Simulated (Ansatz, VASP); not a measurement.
# Al in VASP and in Ansatz

Contents of INCAR:

```
SYSTEM = Al
  PREC = Accurate
  ENCUT = 520
  EDIFF = 1E-6
  ISMEAR = 0
  SIGMA = 0.15
  LREAL = .False.
  LASPH = .True.
  NELM = 80
  ALGO = Fast
  ISIF = 2
  LWAVE = .False.
  LCHARG = .True.
  GGA = PS
  LELF = .True.
  LVHAR = .True.
  NBANDS = 10
```

The input KPOINTS:

```
Automatic mesh
0
Gamma
  24 24 14
  0 0 0
```

The input POSCAR:

```
Al
1.0
    3.0087248652      0.0000000000      0.0000000000
   -1.5043624326      2.6056321663      0.0000000000
    0.0000000000      0.0000000000      4.1611443035
Al
2
Direct
    0.6666666667      0.3333333333      0.7500000000
    0.3333333333      0.6666666667      0.2500000000
```

Input for Ansatz:

```yaml
crystal:
  lattice:
    - [3.0087248652, 0.0, 0.0]
    - [-1.5043624326, 2.6056321663, 0.0]
    - [0.0, 0.0, 4.1611443035]
  atoms:
    - { symbol: Al, position: [0.6666666667, 0.3333333333, 0.75] }
    - { symbol: Al, position: [0.3333333333, 0.6666666667, 0.25] }
basis:
  ecutwfc: 420
kpoints:
  mp_grid: { grid: [24, 24, 14] }
hamiltonian:
  xc: pbesol
scf:
  occupations: { method: gaussian, width: 0.15 }
output:
  forces: true
  stress: true
  eigenvalues: true
```

Alike in both runs: task single point; functional PBEsol; k mesh 24 × 24 × 14; occupations gaussian, width 0.15 eV; no spin polarisation.

```csv
,VASP,Ansatz
version,VASP 6.6.1,Ansatz 0.2.0
potentials or method,"VASP PAW PBE potentials, release 64 (Al), cutoff 520 eV","scalar-relativistic, plane waves, PAW"
valence electrons in the cell,6,6
```

|  | VASP | Ansatz | Ansatz less VASP |
| --- | --- | --- | --- |
| gap on the k mesh at the Fermi level (eV) | none | none | - |
| pressure (GPa) | 2.7 | 2.6 | -0.08 |
| traceless stress, the component that is largest in VASP (GPa) | 7.90 | 7.84 | -0.054 |

VASP's potentials were made for PBE, not for PBEsol. A gap of «none» marks a metal or a gap that the smearing closes. With one functional, cell and mesh, what is left measures potentials, basis and numerics.
